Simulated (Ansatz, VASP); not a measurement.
Given: the input of a run of Ansatz 0.2.0 on HfSiO4.

Contents of input.yaml:

```yaml
crystal:
  lattice:
    - [-3.28625, 3.28625, 2.9816]
    - [3.28625, -3.28625, 2.9816]
    - [3.28625, 3.28625, -2.9816]
  atoms:
    - { symbol: Hf, position: [0.0, 0.0, 0.0] }
    - { symbol: Hf, position: [0.75, 0.25, 0.5] }
    - { symbol: Si, position: [0.5, 0.5, 0.0] }
    - { symbol: Si, position: [0.25, 0.75, 0.5] }
    - { symbol: O, position: [0.6802, 0.4957, 0.8155] }
    - { symbol: O, position: [0.2457, 0.9302, 0.3155] }
    - { symbol: O, position: [0.6802, 0.8647, 0.1845] }
    - { symbol: O, position: [0.6147, 0.9302, 0.6845] }
    - { symbol: O, position: [0.0698, 0.3853, 0.3155] }
    - { symbol: O, position: [0.5043, 0.3198, 0.1845] }
    - { symbol: O, position: [0.0698, 0.7543, 0.6845] }
    - { symbol: O, position: [0.1353, 0.3198, 0.8155] }
hamiltonian:
  xc: revpbe
  pseudopotentials: { kind: paw }
kpoints:
  mp_grid: { grid: [5, 5, 5] }
scf:
  occupations: { method: fermi_dirac, width: 0.05 }
output:
  forces: true
  stress: true
  eigenvalues: true
relax:
  f_tol: 0.01
  max_steps: 40
  cell: { stress_tol: 0.05 }
```

Potentials or basis: Ansatz PAW.

The run is started by

```console
$ ansatz run input.yaml --threads 4 --pin off --max-ram 11264MiB --backend cpu --events-out ev --progress --plain --runs-dir out
```

Question: Set up the same calculation for VASP 6.6.1. Potentials there: VASP PAW PBE potentials, release 64 (Hf_pv, Si, O).

Answer: As run (the cutoff follows the program's own potentials):

The input INCAR:

```
SYSTEM = HfSiO4
  PREC = Accurate
  ENCUT = 600
  EDIFF = 1E-7
  ISMEAR = -1
  SIGMA = 0.05
  LREAL = .FALSE.
  LASPH = .TRUE.
  NELM = 100
  ALGO = Normal
  ISIF = 3
  LWAVE = .FALSE.
  LCHARG = .FALSE.
  GGA = RE
  IBRION = 2
  NSW = 60
  EDIFFG = -0.01
```

Contents of KPOINTS:

```
regular mesh
0
G
  5 5 5
  0 0 0
```

The input POSCAR:

```
HfSiO4
1.0
   -3.2862500000      3.2862500000      2.9816000000
    3.2862500000     -3.2862500000      2.9816000000
    3.2862500000      3.2862500000     -2.9816000000
Hf Si O
2 2 8
Direct
    0.0000000000      0.0000000000      0.0000000000
    0.7500000000      0.2500000000      0.5000000000
    0.5000000000      0.5000000000      0.0000000000
    0.2500000000      0.7500000000      0.5000000000
    0.6802000000      0.4957000000      0.8155000000
    0.2457000000      0.9302000000      0.3155000000
    0.6802000000      0.8647000000      0.1845000000
    0.6147000000      0.9302000000      0.6845000000
    0.0698000000      0.3853000000      0.3155000000
    0.5043000000      0.3198000000      0.1845000000
    0.0698000000      0.7543000000      0.6845000000
    0.1353000000      0.3198000000      0.8155000000
```

Potentials or basis: VASP PAW PBE potentials, release 64 (Hf_pv, Si, O).

Launch:

```console
$ cat potpaw_PBE.64/Hf_pv/POTCAR potpaw_PBE.64/Si/POTCAR potpaw_PBE.64/O/POTCAR > POTCAR
$ mpirun -np 1 vasp_std > vasp.out
```

Both were run:

|  | VASP | Ansatz | Ansatz less VASP |
| --- | --- | --- | --- |
| gap on the k mesh at the Fermi level, each at its own relaxed structure (eV) | 5.30 | 5.29 | -0.012 |
| relaxed volume (Å³/atom) | 11.12 | 11.25 | +0.121 |
| relaxed cell length with the largest relative difference (Å) | 5.589 | 5.609 | +0.0207 |

VASP's potentials were made for PBE, not for revPBE. VASP's potentials hold 76 valence electrons a cell and Ansatz's 108, so a difference there can come from the potentials and not from the codes.

Spin-orbit coupling is off throughout. Noted on Ansatz's run: odd divisions of the mesh miss points on the zone boundary, where band edges often lie, so the gap on the mesh can be too wide; the plane-wave basis is chosen anew once the cell has moved, so the energies of steps on either side of that aren't comparable.
